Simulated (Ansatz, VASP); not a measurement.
MgTl2GaC6N6: VASP beside Ansatz

```xyz
16
Lattice="0.0000 5.5034 5.5034 5.5034 0.0000 5.5034 5.5034 5.5034 0.0000" Properties=species:S:1:pos:R:3 pbc="T T T"
Mg    0.0000    0.0000    0.0000
Tl    2.7517    2.7517    2.7517
Tl    8.2551    8.2551    8.2551
Ga    5.5034    5.5034    5.5034
C     2.2942    5.5034    5.5034
C     5.5034    2.2942    5.5034
C     5.5034    5.5034    2.2942
C     8.7126    5.5034    5.5034
C     5.5034    8.7126    5.5034
C     5.5034    5.5034    8.7126
N     3.4653    5.5034    5.5034
N     5.5034    3.4653    5.5034
N     5.5034    5.5034    3.4653
N     7.5415    5.5034    5.5034
N     5.5034    7.5415    5.5034
N     5.5034    5.5034    7.5415
```

Alike in both runs: functional PBE; k mesh 6 × 6 × 6; occupations gaussian, width 0.1 eV; no spin polarisation.

Ansatz relaxed the structure, and its values are those at the end. VASP's run is a single point on that final structure, the one shown.

|  | VASP | Ansatz |
| --- | --- | --- |
| version | VASP 6.6.1 | Ansatz 0.2.0 |
| potentials or method | VASP PAW PBE potentials, release 64 (Mg, Tl_d, Ga_d, C, N), cutoff 520 eV | scalar-relativistic, plane waves, PAW |
| valence electrons in the cell | 95 | 103 |

|  | VASP | Ansatz | Ansatz less VASP |
| --- | --- | --- | --- |
| gap on the k mesh at the Fermi level (eV) | none | none | - |
| pressure (GPa) | 0.3 | 0.0 | -0.32 |
| rms of the force components (eV/Å) | 0.193 | 0.000 | -0.1930 |

A gap of «none» marks a metal or a gap that the smearing closes. One of these differences is far larger than is usual between the two programs; its cause wasn't traced. VASP's potentials hold 95 valence electrons a cell and Ansatz's 103, so a difference there can come from the potentials and not from the codes.

Spin-orbit coupling is off throughout. Noted on VASP's run: the standard files for N, O and F lose accuracy on very short bonds.
